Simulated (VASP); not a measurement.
Ag:

```xyz
1
Lattice="1.6985 -1.9197 0.0000 1.6985 1.9197 0.0000 0.0000 0.0000 2.4752" Properties=species:S:1:pos:R:3 pbc="T T T"
Ag    1.6985    0.0000    1.2376
```

```yaml
Program: VASP 6.6.1
Task: relaxation of cell and atoms
Functional: PBE
Potentials_or_basis: VASP PAW PBE potentials, release 64 (Ag)
Cutoff: 600 eV
k_mesh: 6 × 6 × 8
Occupations: gaussian, width 0.1 eV
Spin: no spin polarisation
```

At the start: pressure 33.9 GPa; volume 16.14 Å³/atom.

**Question.** Where does the relaxation end?

**Answer.** Over 14 steps the energy falls by 452.5 meV/atom and the volume is 19.39 Å³/atom (+20.1 %); space group P6/mmm (No. 191, to 0.05 Å).

The path:
```
step  energy change (eV)  largest force (eV/Å)  pressure (GPa)  volume (Å³)
   1              0.0000                0.0000           33.94        16.14
   2             -0.2323                0.0000           -7.83        25.47
   3             -0.3829                0.0000           -0.21        20.66
   4             -0.3828                0.0000            0.14        20.56
   5             -0.3875                0.0000            0.15        20.53
   6             -0.4003                0.0000            0.10        20.42
   7             -0.4214                0.0000            0.04        20.12
   8             -0.4445                0.0000            1.50        19.21
   9             -0.4483                0.0000            0.66        19.36
  10             -0.4493                0.0000            0.23        19.44
  11             -0.4485                0.0000           -0.43        19.60
  12             -0.4495                0.0000           -0.05        19.50
  13             -0.4510                0.0000           -0.03        19.47
  14             -0.4525                0.0000            0.09        19.39
```

Final structure:
```cif
data_structure
_symmetry_space_group_name_H-M 'P 1'
_symmetry_Int_Tables_number 1
_cell_length_a 2.8336
_cell_length_b 2.8336
_cell_length_c 2.7812
_cell_angle_alpha 90.000
_cell_angle_beta 90.000
_cell_angle_gamma 119.728
_cell_volume 19.39
loop_
_atom_site_label
_atom_site_type_symbol
_atom_site_fract_x
_atom_site_fract_y
_atom_site_fract_z
_atom_site_occupancy
Ag1 Ag 0.50000 0.50000 0.50000 1
```

Caveat: the k points lie up to 0.43 Å⁻¹ apart in the final cell; the volume moved by over 15 % at a fixed basis, so the end points are rough.
